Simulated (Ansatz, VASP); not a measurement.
MgO in VASP and in Ansatz

INCAR

```
SYSTEM = MgO
  ALGO = Normal
  EDIFF = 1E-6
  ENCUT = 520
  GGA = PE
  ISIF = 2
  ISMEAR = 0
  LASPH = .TRUE.
  LCHARG = .FALSE.
  LREAL = .FALSE.
  LWAVE = .FALSE.
  NBANDS = 36
  NELM = 80
  PREC = Accurate
  SIGMA = 0.05
```

KPOINTS

```
k-points
0
G
  4 4 4
  0 0 0
```

File POSCAR:

```
MgO
1.0
    5.6335409551      0.0000000000      0.0000000000
    0.0000000000      5.6335409551      0.0000000000
    0.0000000000      0.0000000000      5.6335409551
Mg O
6 6
Direct
    0.2500000000     -0.0024632387      0.5000000000
    0.0000000000      0.5028620088      0.2500000000
    0.5000000000      0.7449942673      0.0000000000
    0.7500000000     -0.0024632387      0.5000000000
    0.0000000000      0.5028620088      0.7500000000
    0.5000000000      0.2449942673      0.0000000000
    0.2500000000      0.5064686867      0.0000000000
    0.5000000000      0.0022947751      0.2500000000
    0.0000000000      0.7482352396      0.5000000000
    0.7500000000      0.5064686867      0.0000000000
    0.5000000000      0.0022947751      0.7500000000
    0.0000000000      0.2482352396      0.5000000000
```

Input for Ansatz:

```yaml
crystal:
  lattice:
    - [5.6335409551, 0.0, 0.0]
    - [0.0, 5.6335409551, 0.0]
    - [0.0, 0.0, 5.6335409551]
  atoms:
    - { symbol: Mg, position: [0.25, -0.0024632387, 0.5] }
    - { symbol: Mg, position: [0.0, 0.5028620088, 0.25] }
    - { symbol: Mg, position: [0.5, 0.7449942673, 0.0] }
    - { symbol: Mg, position: [0.75, -0.0024632387, 0.5] }
    - { symbol: Mg, position: [0.0, 0.5028620088, 0.75] }
    - { symbol: Mg, position: [0.5, 0.2449942673, 0.0] }
    - { symbol: O, position: [0.25, 0.5064686867, 0.0] }
    - { symbol: O, position: [0.5, 0.0022947751, 0.25] }
    - { symbol: O, position: [0.0, 0.7482352396, 0.5] }
    - { symbol: O, position: [0.75, 0.5064686867, 0.0] }
    - { symbol: O, position: [0.5, 0.0022947751, 0.75] }
    - { symbol: O, position: [0.0, 0.2482352396, 0.5] }
basis:
  ecutwfc: 520.0
kpoints:
  mp_grid: { grid: [4, 4, 4] }
hamiltonian:
  xc: pbe
  pseudopotentials: { kind: paw, azcp: { folder: soft_1 } }
scf:
  occupations: { method: gaussian, width: 0.05 }
output:
  forces: true
  stress: true
  eigenvalues: true
```

Change from the starting cell: mode 14 frozen in at -0.015 Å and mode 24 at -0.028 Å (largest displacements).

Alike in both runs: task single point; functional PBE; k mesh 4 × 4 × 4; occupations gaussian, width 0.05 eV; no spin polarisation.

|  | VASP | Ansatz |
| --- | --- | --- |
| version | VASP 6.6.1 | Ansatz 0.2.0 |
| potentials or method | VASP PAW PBE potentials, release 64 (Mg, O), cutoff 520 eV | scalar-relativistic, plane waves, PAW |
| valence electrons in the cell | 48 | 96 |

Ansatz gave:

```
gap on the k mesh at the Fermi level (eV) : 2.91
least direct gap on the mesh (eV)         : 2.91
pressure (GPa)                            : 0.1
rms of the force components (eV/Å)        : 0.200
```

Q: What did VASP give for the same quantities?

A: gap on the k mesh at the Fermi level (eV): 2.89; least direct gap on the mesh (eV): 2.89; pressure (GPa): -0.2; rms of the force components (eV/Å): 0.202.

Atom by atom the forces differ by 0.002 eV/Å (rms over components). VASP's potentials hold 48 valence electrons a cell and Ansatz's 96, so a difference there can come from the potentials and not from the codes.
